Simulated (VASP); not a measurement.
A run of VASP 6.6.1 is set up as follows.

POSCAR

```
InP
1.0
    0.0000000000      2.9537475176      2.9537475176
    2.9537475176      0.0000000000      2.9537475176
    2.9537475176      2.9537475176      0.0000000000
In P
1 1
Direct
    0.0000000000      0.0000000000      0.0000000000
    0.2500000000      0.2500000000      0.2500000000
```

Contents of INCAR.step1:

```
SYSTEM = InP
PREC = Accurate
ENCUT = 520
ISMEAR = 0
SIGMA = 0.02
LREAL = .False.
LASPH = .True.
NELM = 80
NBANDS = 16
GGA = PE
ALGO = Normal
EDIFF = 1E-4
LWAVE = .True.
LCHARG = .False.
```

INCAR.step2

```
SYSTEM = InP
PREC = Accurate
ENCUT = 520
EDIFF = 1E-6
ISMEAR = 0
SIGMA = 0.02
LREAL = .False.
LASPH = .True.
NELM = 80
ALGO = Normal
ISIF = 2
LWAVE = .False.
LCHARG = .False.
METAGGA = R2SCAN
LMIXTAU = .True.
NBANDS = 16
ISTART = 1
```

KPOINTS

```
regular mesh
0
Gamma
  8 8 8
  0 0 0
```

Potentials or basis: VASP PAW PBE potentials, release 64 (In_d, P).

Launch:

```bash
$ cat potpaw_PBE.64/In_d/POTCAR potpaw_PBE.64/P/POTCAR > POTCAR
$ cp INCAR.step1 INCAR
$ mpirun -np 1 vasp_std > vasp.out
$ cp INCAR.step2 INCAR
$ mpirun -np 1 vasp_std > vasp.out
```

Estimate the band gap on the k mesh.

1.03 eV.

What does it give for the pressure?

-0.1 GPa.

Caveat: the PAW data sets were made with another functional, which shifts forces and pressure a little; spin-orbit coupling is left out, which moves the levels of the heavy elements.
